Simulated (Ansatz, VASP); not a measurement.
**One calculation of KI, two programs**

The input INCAR:

```
ALGO = Normal
EDIFF = 1E-8
ENCUT = 520
GGA = PS
ISIF = 2
ISMEAR = -1
LASPH = T
LCHARG = F
LEFG = T
LREAL = F
LWAVE = F
NBANDS = 15
NELM = 80
PREC = Accurate
SIGMA = 0.01
```

The input KPOINTS:

```
k-points
0
Gamma
  8 8 8
```

The input POSCAR:

```
KI
1.0
    0.0000000000      3.5362595545      3.5362595545
    3.5362595545      0.0000000000      3.5362595545
    3.5362595545      3.5362595545      0.0000000000
K I
1 1
Direct
    0.0000000000      0.0000000000      0.0000000000
    0.5000000000      0.5000000000      0.5000000000
```

Input for Ansatz:

```yaml
crystal:
  lattice:
    - [0.0, 3.5362595545, 3.5362595545]
    - [3.5362595545, 0.0, 3.5362595545]
    - [3.5362595545, 3.5362595545, 0.0]
  atoms:
    - { symbol: K, position: [0.0, 0.0, 0.0] }
    - { symbol: I, position: [0.5, 0.5, 0.5] }
kpoints:
  mp_grid: { grid: [8, 8, 8] }
scf:
  occupations: { method: fermi_dirac, width: 0.01 }
hamiltonian:
  xc: pbesol
  pseudopotentials: { kind: all_electron, datasets: crystal }
output:
  forces: true
  stress: true
  eigenvalues: true
  efg: { contact_densities: true }
```

Change from the starting cell: volume scaled by 1.01, crystal datasets.

Alike in both runs: task electric field gradients; functional PBEsol; k mesh 8 × 8 × 8; occupations fermi-dirac, width 0.01 eV; no spin polarisation.

```csv
,VASP,Ansatz
version,VASP 6.6.1,Ansatz 0.2.0
potentials or method,"VASP PAW PBE potentials, release 64 (K_sv, I), cutoff 520 eV","all-electron PAW with datasets made for the crystal, scalar-relativistic"
```

```csv
,VASP,Ansatz,Ansatz less VASP
gap on the k mesh at the Fermi level (eV),3.81,3.81,+0.003
pressure (GPa),-0.3,-0.3,-0.03
```

VASP's potentials were made for PBE, not for PBEsol. Ansatz ran all-electron here, and VASP with PAW potentials.

Spin-orbit coupling is off throughout.
